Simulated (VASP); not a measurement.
# GaAs (F-43m) in VASP: a series of runs

GaAs is run at these levels: r2SCAN; tasks: single point, relaxation of cell and atoms.

All numbers are computed with VASP 6.6.1; they aren't measurements. Logs are shortened: lines on timing, memory, paths and dates and some standing lists are left out, and cuts for length are marked.

**Experimental background.**

From “Evidence of valence band perturbations in GaAsN/GaAs(001): A combined variable-angle spectroscopic ellipsometry and modulated photoreflectance investigation”, 2008, arxiv:0805.2212, for a bulk crystal of GaAs at 300 K: band gap 1.418 ± 0.005 eV (direct); band gap 1.412 ± 0.01 eV (direct).

The runs below are set against these values where they give the same quantity.

## (1) The cell of the first run

Symmetry: F-43m, No. 216, cubic system. Conventional cell: a = 5.671 Å, b = 5.671 Å, c = 5.671 Å, α = 90.00°, β = 90.00°, γ = 90.00°. Ga (site symmetry -43m) has 4 As at 2.46 Å within 3.2 Å. As (site symmetry -43m) has 4 Ga at 2.46 Å within 3.2 Å.

## (2) Single point, r2SCAN

POSCAR

```
GaAs
1.0
    0.0000000000      2.8353850621      2.8353850621
    2.8353850621      0.0000000000      2.8353850621
    2.8353850621      2.8353850621      0.0000000000
Ga As
1 1
Direct
    0.0000000000      0.0000000000      0.0000000000
    0.2500000000      0.2500000000      0.2500000000
```

INCAR.step1

```
PREC = Accurate
ENCUT = 520
ISMEAR = 0
SIGMA = 0.1
LREAL = F
LASPH = T
NELM = 100
NBANDS = 16
GGA = PE
ALGO = Normal
EDIFF = 1E-4
LWAVE = T
LCHARG = F
```

INCAR.step2

```
PREC = Accurate
ENCUT = 520
EDIFF = 1E-7
ISMEAR = 0
SIGMA = 0.1
LREAL = F
LASPH = T
NELM = 100
ALGO = Normal
ISIF = 2
LWAVE = F
LCHARG = F
METAGGA = R2SCAN
LMIXTAU = T
NBANDS = 16
ISTART = 1
```

KPOINTS

```
regular mesh
0
Gamma
  6 6 6
```

Potentials or basis: VASP PAW PBE potentials, release 64 (Ga_d, As).

Run with:

```sh
$ cat potpaw_PBE.64/Ga_d/POTCAR potpaw_PBE.64/As/POTCAR > POTCAR
$ cp INCAR.step1 INCAR
$ mpirun -np 1 vasp_std > vasp.out
$ cp INCAR.step2 INCAR
$ mpirun -np 1 vasp_std > vasp.out
```

OUTCAR:

```text
PREC = Accurate
   ENCUT = 520
   EDIFF = 1E-7
   ISMEAR = 0
   LREAL = F
   LASPH = T
   NELM = 100
   ISIF = 2
   METAGGA = R2SCAN
   ISTART = 1

 ion  position               nearest neighbor table
   1  0.000  0.000  0.000-   2 2.46   2 2.46   2 2.46   2 2.46
   2  0.250  0.250  0.250-   1 2.46   1 2.46   1 2.46   1 2.46

  LATTYP: Found a face centered cubic cell.
 ALAT       =     5.6707701242

  Lattice vectors:

 A1 = (   0.0000000000,   2.8353850621,   2.8353850621)
 A2 = (   2.8353850621,   0.0000000000,   2.8353850621)
 A3 = (   2.8353850621,   2.8353850621,   0.0000000000)

Analysis of symmetry for initial positions (statically):
=====================================================================
 Subroutine PRICEL returns:
 Original cell was already a primitive cell.

 Routine SETGRP: Setting up the symmetry group for a
 face centered cubic supercell.

 Subroutine GETGRP returns: Found 24 space group operations
 (whereof 24 operations were pure point group operations)
 out of a pool of 48 trial point group operations.

The static configuration has the point symmetry T_d .

Analysis of symmetry for dynamics (positions and initial velocities):
=====================================================================
 Subroutine PRICEL returns:
 Original cell was already a primitive cell.

 Routine SETGRP: Setting up the symmetry group for a
 face centered cubic supercell.

 Subroutine GETGRP returns: Found 24 space group operations
 (whereof 24 operations were pure point group operations)
 out of a pool of 48 trial point group operations.

The dynamic configuration has the point symmetry T_d .

 Subroutine INISYM returns: Found 24 space group operations
 (whereof 24 operations are pure point group operations),
 and found     1 'primitive' translations

----------------------------------------------------------------------------------------

                                     Primitive cell

  volume of cell :      45.5896

  direct lattice vectors                    reciprocal lattice vectors
     0.000000000  2.835385062  2.835385062    -0.176342891  0.176342891  0.176342891
     2.835385062  0.000000000  2.835385062     0.176342891 -0.176342891  0.176342891
     2.835385062  2.835385062  0.000000000     0.176342891  0.176342891 -0.176342891

  length of vectors
     4.009840009  4.009840009  4.009840009     0.305434847  0.305434847  0.305434847

  position of ions in fractional coordinates (direct lattice)
     0.000000000  0.000000000  0.000000000
     0.250000000  0.250000000  0.250000000

  ion indices of the primitive-cell ions
   primitive index   ion index
                 1           1
                 2           2

----------------------------------------------------------------------------------------

 KPOINTS: regular mesh

Automatic generation of k-mesh.
 Grid dimensions read from file:
 generate k-points for:    6    6    6

 Generating k-lattice:

  Cartesian coordinates                     Fractional coordinates (reciprocal lattice)
    -0.029390482  0.029390482  0.029390482     0.166666667  0.000000000  0.000000000
     0.029390482 -0.029390482  0.029390482     0.000000000  0.166666667  0.000000000
     0.029390482  0.029390482 -0.029390482     0.000000000  0.000000000  0.166666667

  Length of vectors
     0.050905808  0.050905808  0.050905808

  Shift w.r.t. Gamma in fractional coordinates (k-lattice)
     0.000000000  0.000000000  0.000000000

 Subroutine IBZKPT returns following result:
 ===========================================

 Found     16 irreducible k-points:

 Following reciprocal coordinates:
            Coordinates               Weight
  0.000000  0.000000  0.000000      1.000000
  0.166667  0.000000  0.000000      8.000000
  0.333333  0.000000  0.000000      8.000000
  0.500000  0.000000  0.000000      4.000000
  0.166667  0.166667  0.000000      6.000000
  0.333333  0.166667  0.000000     24.000000
[... 8 lines left out ...]
 -0.333333  0.333333  0.166667     24.000000
 -0.333333  0.500000  0.166667     12.000000
   k-points           NKPTS =     16   k-points in BZ     NKDIM =     16   number of bands    NBANDS=     16
   number of dos      NEDOS =    301   number of ions     NIONS =      2
   total plane-waves  NPLWV =  27000
   dimension x,y,z NGX =    30 NGY =   30 NGZ =   30
   dimension x,y,z NGXF=    60 NGYF=   60 NGZF=   60
   ions per type =               1   1
   NGX,Y,Z   is equivalent  to a cutoff of  12.44, 12.44, 12.44 a.u.
   NGXF,Y,Z  is equivalent  to a cutoff of  24.88, 24.88, 24.88 a.u.
 SYSTEM =  unknown system
   PREC   = accura    normal or accurate (medium, high low for compatibility)
   ISTART =      1    job   : 0-new  1-cont  2-samecut
   ICHARG =      0    charge: 1-file 2-atom 10-const
   ISPIN  =      1    spin polarized calculation?
   LNONCOLLINEAR =      F non collinear calculations
   LSORBIT =      F    spin-orbit coupling
   LASPH  =      T    aspherical Exc in radial PAW
   ENCUT  =  520.0 eV  38.22 Ry    6.18 a.u.   7.46  7.46  7.46*2*pi/ulx,y,z
   NELM   =    100;   NELMIN=  2; NELMDL=  0     # of ELM steps
   EDIFF  = 0.1E-06   stopping-criterion for ELM
   LREAL  =      F    real-space projection
   EDIFFG = 0.1E-05   stopping-criterion for IOM
   NSW    =      0    number of steps for IOM
   IBRION =     -1    ionic relax: 0-MD 1-quasi-New 2-CG
   NFREE  =      0    steps in history (QN), initial steepest desc. (CG)
   ISIF   =      2    stress and relaxation
   ISYM   =      2    0-nonsym 1-usesym 2-fastsym
   POTIM  = 0.5000    time-step for ionic-motion
   TEBEG  =    0.0;   TEEND  =   0.0 temperature during run
   PSTRESS=    0.0 pullay stress
   NELECT =      18.0000    total number of electrons
   NUPDOWN=      -1.0000    fix difference up-down
   EMIN   =  10.00;   EMAX   =-10.00  energy-range for DOS
   EFERMI =   0.00;   METHOD = LEGACY
   ISMEAR =     0;   SIGMA  =   0.10  broadening in eV -4-tet -1-fermi 0-gaus
   EFERMI_NEDOS =   21; number of points for ismear=-14 and -15
   IALGO  =     38    algorithm
   IMIX   =      4    mixing-type and parameters
     AMIX     =   0.40;   BMIX     =  1.00
     AMIX_MAG =   1.60;   BMIX_MAG =  1.00
  volume/ion in A,a.u.               =      22.79       153.83
  Fermi-wavevector in a.u.,A,eV,Ry     =   1.201002  2.269564 19.625112  1.442405
  Thomas-Fermi vector in A             =   2.336822
   LORBIT       =      0    0 simple, 1 ext, 2 COOP (PROOUT), +10 PAW based schemes
   METAGGA = R2SCAN    functional components
   LHFCALC =     F    Hartree Fock is set to
   AEXX    =    0.0000 exact exchange contribution
   IVDW    =     0    specifies the selected vdW correction
   LEPSILON=     F    determine dielectric tensor
   LRPA    =     F    only Hartree local field effects (RPA)
 non-spin polarized calculation
 Gauss-broadening in eV      SIGMA  =   0.10
  energy-cutoff  :      520.00
  volume of cell :       45.59
 maximum number of plane-waves:      1243
 NGX is ok and might be reduce to    30
   NGX = 15   NGY = 15   NGZ = 15

 number of electron      17.9999989 magnetization

 Free energy of the ion-electron system (eV)
  ---------------------------------------------------
  ext. energy  EPLUGINS =         0.00000000
  ---------------------------------------------------
  free energy    TOTEN  =       -27.03619910 eV

  energy without entropy =      -27.03619910  energy(sigma->0) =      -27.03619910

 E-fermi :   4.0963     XC(G=0): -10.2093

 val. band max:        3.6005629234   @ k =   0.0000   0.0000   0.0000
 cond. band min:       4.5232741005   @ k =   0.0000   0.0000   0.0000
 fundamental gap:      0.9227111772
 Fermi energy:         4.0962585693

 k-point     1 :       0.0000    0.0000    0.0000
  band No.  band energies     occupation
      1     -11.6286      2.00000
      2     -11.6286      2.00000
      3     -11.6286      2.00000
      4     -11.5417      2.00000
      5     -11.5417      2.00000
      6      -9.5427      2.00000
[... 8 lines left out ...]
     15      14.2060      0.00000
     16      14.2060      0.00000

 k-point     2 :       0.1667    0.0000    0.0000
  band No.  band energies     occupation
      1     -11.6530      2.00000
      2     -11.6225      2.00000
      3     -11.6224      2.00000
      4     -11.5418      2.00000
      5     -11.5418      2.00000
      6      -9.2097      2.00000
[... 8 lines left out ...]
     15      13.1483      0.00000
     16      13.1668      0.00000

 k-point     3 :       0.3333    0.0000    0.0000
  band No.  band energies     occupation
      1     -11.6948      2.00000
      2     -11.6120      2.00000
      3     -11.6120      2.00000
      4     -11.5400      2.00000
      5     -11.5400      2.00000
      6      -8.3536      2.00000
[... 8 lines left out ...]
     15      13.8029      0.00000
     16      13.8029      0.00000

 k-point     4 :       0.5000    0.0000    0.0000
  band No.  band energies     occupation
      1     -11.7133      2.00000
      2     -11.6080      2.00000
      3     -11.6080      2.00000
      4     -11.5379      2.00000
      5     -11.5379      2.00000
      6      -7.7193      2.00000
[... 8 lines left out ...]
     15      16.1150      0.00000
     16      16.1150      0.00000
[... 172 lines left out ...]
 k-point    14 :       0.5000    0.3333    0.1667
  band No.  band energies     occupation
      1     -11.7199      2.00000
      2     -11.5998      2.00000
      3     -11.5931      2.00000
      4     -11.5522      2.00000
      5     -11.5354      2.00000
      6      -7.6690      2.00000
[... 8 lines left out ...]
     15      15.3455      0.00000
     16      17.4173      0.00000

 k-point    15 :      -0.3333    0.3333    0.1667
  band No.  band energies     occupation
      1     -11.7280      2.00000
      2     -11.5987      2.00000
      3     -11.5878      2.00000
      4     -11.5498      2.00000
      5     -11.5378      2.00000
      6      -7.1511      2.00000
[... 8 lines left out ...]
     15      16.4690      0.00000
     16      16.9613      0.00000

 k-point    16 :      -0.3333    0.5000    0.1667
  band No.  band energies     occupation
      1     -11.7371      2.00000
      2     -11.5907      2.00000
      3     -11.5810      2.00000
      4     -11.5572      2.00000
      5     -11.5341      2.00000
      6      -6.9113      2.00000
[... 8 lines left out ...]
     15      16.4086      0.00000
     16      17.6906      0.00000

------------------------ aborting loop because EDIFF is reached ----------------------------------------

  FORCE on cell =-STRESS in cart. coord.  units (eV):
  Direction    XX          YY          ZZ          XY          YZ          ZX
  --------------------------------------------------------------------------------------
  -------------------------------------------------------------------------------------
  Total       -0.0190096     -0.0190096     -0.0190096      0.0000000      0.0000000     -0.0000000
  in kB       -0.6680635     -0.6680635     -0.6680635      0.0000000      0.0000000     -0.0000000
  external PRESSURE =      -0.6680635 kB  Pullay stress =       0.0000000 kB

 VOLUME and BASIS-vectors are now :
 -----------------------------------------------------------------------------
  energy-cutoff  :      520.00
  volume of cell :       45.59
      direct lattice vectors                 reciprocal lattice vectors
     0.000000000  2.835385062  2.835385062    -0.176342891  0.176342891  0.176342891
     2.835385062  0.000000000  2.835385062     0.176342891 -0.176342891  0.176342891
     2.835385062  2.835385062  0.000000000     0.176342891  0.176342891 -0.176342891

 POSITION                                       TOTAL-FORCE (eV/Angst)
 -----------------------------------------------------------------------------------
      0.00000      0.00000      0.00000         0.000000      0.000000      0.000000
      1.41769      1.41769      1.41769        -0.000000     -0.000000     -0.000000
 -----------------------------------------------------------------------------------
    total drift:                                0.000001      0.000001      0.000001

  FREE ENERGIE OF THE ION-ELECTRON SYSTEM (eV)
  ---------------------------------------------------
  free  energy   TOTEN  =       -27.0361991031 eV

  energy  without entropy=      -27.0361991031  energy(sigma->0) =      -27.03619910
```

Run time: 85 s. Hardware: 1 thread of AMD EPYC 7R13 (Zen 3), shared host; peak memory 0.14 GiB.

Results:

```
Free energy            : -27.0362 eV
Pressure               : -0.1 GPa
Band gap on the k mesh : 0.92 eV, direct
```

Caveat: the PAW data sets were made with another functional, which shifts forces and pressure a little.

## (3) Single point, r2SCAN

POSCAR

```
GaAs
1.0
    0.0000000000      2.8335093015      2.8335093015
    2.8335093015      0.0000000000      2.8335093015
    2.8335093015      2.8335093015      0.0000000000
Ga As
1 1
Direct
    0.0000000000      0.0000000000      0.0000000000
    0.2500000000      0.2500000000      0.2500000000
```

INCAR.step1

```
SYSTEM = GaAs
PREC = Accurate ; ENCUT = 550
ISMEAR = 0 ; SIGMA = 0.02
LREAL = .False. ; LASPH = .True.
NELM = 120 ; NBANDS = 16
GGA = PE ; ALGO = Normal
EDIFF = 1E-5 ; LWAVE = .True.
LCHARG = .False. ; GGA_COMPAT = .False.
```

INCAR.step2

```
SYSTEM = GaAs
PREC = Accurate ; ENCUT = 550
EDIFF = 1E-6 ; ISMEAR = 0
SIGMA = 0.02 ; LREAL = .False.
LASPH = .True. ; NELM = 120
ALGO = Normal ; ISIF = 2
LWAVE = .False. ; LCHARG = .False.
METAGGA = R2SCAN ; LMIXTAU = .True.
NBANDS = 16 ; ISTART = 1
GGA_COMPAT = .False.
```

KPOINTS

```
regular mesh
0
Gamma
  8 8 8
  0 0 0
```

Potentials or basis: VASP PAW PBE potentials, release 64 (Ga_d, As).

Run with:

```sh
$ cat potpaw_PBE.64/Ga_d/POTCAR potpaw_PBE.64/As/POTCAR > POTCAR
$ cp INCAR.step1 INCAR
$ mpirun -np 1 vasp_std > vasp.out
$ cp INCAR.step2 INCAR
$ mpirun -np 1 vasp_std > vasp.out
```

Run time: 90 s. Hardware: 1 thread of Intel Xeon Platinum 8375C at 2.90GHz (Ice Lake), shared host; peak memory 0.19 GiB.

Results (log left out):

```
Free energy            : -27.0532 eV
Pressure               : 0.1 GPa
Band gap on the k mesh : 0.94 eV, direct
```

Levels at points of the mesh, in eV from the valence-band top:
```tsv
k point	band 5	band 6	band 7	band 8	band 9	band 10	band 11	band 12	band 13	band 14
(0.00, 0.00, 0.00)	-15.14	-13.16	0.00	0.00	0.00	0.94	4.04	4.04	4.04	8.22
(0.50, 0.00, 0.00)	-15.13	-11.33	-6.78	-1.17	-1.17	1.34	4.98	4.98	8.28	11.08
(0.50, 0.50, 0.00)	-15.12	-10.56	-6.96	-2.75	-2.75	1.77	1.95	10.80	10.80	11.69
```

Caveat: the PAW data sets were made with another functional, which shifts forces and pressure a little.

## (4) Relaxation of cell and atoms, r2SCAN

POSCAR

```
GaAs
1.0
    0.0000000000      2.8353850621      2.8353850621
    2.8353850621      0.0000000000      2.8353850621
    2.8353850621      2.8353850621      0.0000000000
Ga As
1 1
Direct
    0.0000000000      0.0000000000      0.0000000000
    0.2500000000      0.2500000000      0.2500000000
```

INCAR.step1

```
SYSTEM = GaAs
PREC     = Accurate       ! precision mode
ENCUT    = 550            ! plane-wave cutoff, eV
ISMEAR   = 0              ! smearing method
SIGMA    = 0.02           ! smearing width, eV
LREAL    = .False.        ! projectors in reciprocal space
LASPH    = .True.         ! aspherical terms in the spheres
NELM     = 120            ! most SCF steps
GGA      = PE             ! functional
ALGO     = Normal         ! electronic algorithm
EDIFF    = 1E-5           ! SCF threshold, eV
LWAVE    = .True.         ! write WAVECAR
LCHARG   = .False.        ! write CHGCAR
GGA_COMPAT= .False.      
IBRION   = 2              ! ionic algorithm
ISIF     = 3              ! what is computed and relaxed
EDIFFG   = -0.005         ! ionic threshold
NELMIN   = 4            
NSW      = 100            ! ionic steps
```

INCAR.step2

```
SYSTEM = GaAs
PREC     = Accurate       ! precision mode
ENCUT    = 550            ! plane-wave cutoff, eV
EDIFF    = 1E-7           ! SCF threshold, eV
ISMEAR   = 0              ! smearing method
SIGMA    = 0.02           ! smearing width, eV
LREAL    = .False.        ! projectors in reciprocal space
LASPH    = .True.         ! aspherical terms in the spheres
NELM     = 120            ! most SCF steps
ALGO     = Normal         ! electronic algorithm
ISIF     = 3              ! what is computed and relaxed
LWAVE    = .False.        ! write WAVECAR
LCHARG   = .False.        ! write CHGCAR
METAGGA  = R2SCAN         ! meta-GGA
LMIXTAU  = .True.       
IBRION   = 2              ! ionic algorithm
NSW      = 100            ! ionic steps
EDIFFG   = -0.005         ! ionic threshold
ISTART   = 1            
GGA_COMPAT= .False.      
NELMIN   = 4
```

KPOINTS is that of step 3.

Run with:

```sh
$ cat potpaw_PBE.64/Ga_d/POTCAR potpaw_PBE.64/As/POTCAR > POTCAR
$ cp INCAR.step1 INCAR
$ mpirun -np 1 vasp_std > vasp.out
$ cp INCAR.step2 INCAR
$ mpirun -np 1 vasp_std > vasp.out
```

Run time: 4.7 min. Hardware: 1 thread of Intel Xeon Platinum 8375C at 2.90GHz (Ice Lake), shared host; peak memory 0.2 GiB.

The run converged. Its results:

| Property | Result |
| --- | --- |
| Free energy | -27.0532 eV |
| Relaxed volume | 22.77 Å³/atom |
| Relaxed cell | a = 4.008 Å, b = 4.008 Å, c = 4.008 Å, α = 60.00°, β = 60.00°, γ = 60.00° |
| Space group after relaxing (to 0.05 Å) | F-43m (No. 216) |
| Energy gained by relaxing | 0.0 meV/atom |
| Ionic steps | 3 |
| Pressure after relaxing | 0.0 GPa |
| Band gap on the k mesh | 0.93 eV, direct |

Final structure:
```
CELL_PARAMETERS angstrom
0.00000 2.83431 2.83431
2.83431 0.00000 2.83431
2.83431 2.83431 0.00000
ATOMIC_POSITIONS crystal
Ga 0.00000 0.00000 0.00000
As 0.25000 0.25000 0.25000
```

Levels at points of the mesh, in eV from the valence-band top:
```
           k point  band 5  band 6  band 7  band 8  band 9  band 10  band 11  band 12  band 13
(0.00, 0.00, 0.00)  -15.14  -13.15    0.00    0.00    0.00     0.93     4.04     4.04     4.04
(0.50, 0.00, 0.00)  -15.13  -11.33   -6.77   -1.17   -1.17     1.34     4.98     4.98     8.28
(0.50, 0.50, 0.00)  -15.12  -10.56   -6.96   -2.75   -2.75     1.77     1.95    10.80    10.80
```

Caveat: the PAW data sets were made with another functional, which shifts forces and pressure a little.

## (5) Summary

```tsv
task	cell	k mesh	cutoff (eV)	smearing	gap on the mesh (eV)	pressure (GPa)
single point	a = 4.010 Å, angles 60.0°, 2 atoms	6 × 6 × 6	520	gaussian 0.1 eV	0.92	-0.1
single point	a = 4.007 Å, angles 60.0°, 2 atoms	8 × 8 × 8	550	gaussian 0.02 eV	0.94	0.1
relaxation of cell and atoms	relaxed from a = 4.010 Å, angles 60.0°, 2 atoms	8 × 8 × 8	550	gaussian 0.02 eV	0.93	0.0
```

Alike in all rows: level r2SCAN; potentials or basis VASP PAW PBE potentials, release 64 (Ga_d, As); no spin polarisation.

Caveats: the PAW data sets were made with another functional, which shifts forces and pressure a little.

Absolute energies hang on the potentials; compare differences alone.

## (6) How close it comes

Step 2. Against the measured gap of GaAs, 1.418 eV (direct; 300 K; “Evidence of valence band perturbations in GaAsN/GaAs(001): A combined variable-angle spectroscopic ellipsometry and modulated photoreflectance investigation”, 2008, arxiv:0805.2212), the calculated 0.92 eV is off by -0.50 eV. 3 values of this kind are on record (1.412 to 1.51 eV); this one was drawn at random among those near their median, those with a stated uncertainty first. Spin-orbit coupling on As, Ga is left out. The value is that of r2SCAN on a finite k mesh, which can miss the band edges, without temperature or zero-point motion.

Step 3. Measured gap of GaAs: 1.412 eV (direct; 300 K; “Evidence of valence band perturbations in GaAsN/GaAs(001): A combined variable-angle spectroscopic ellipsometry and modulated photoreflectance investigation”, 2008, arxiv:0805.2212). This calculation gives 0.94 eV (-0.47 eV). 3 values of this kind are on record (1.412 to 1.51 eV); this one was drawn at random among those near their median, those with a stated uncertainty first. Spin-orbit coupling on As, Ga is left out. The value is that of r2SCAN on a finite k mesh, which can miss the band edges, without temperature or zero-point motion.
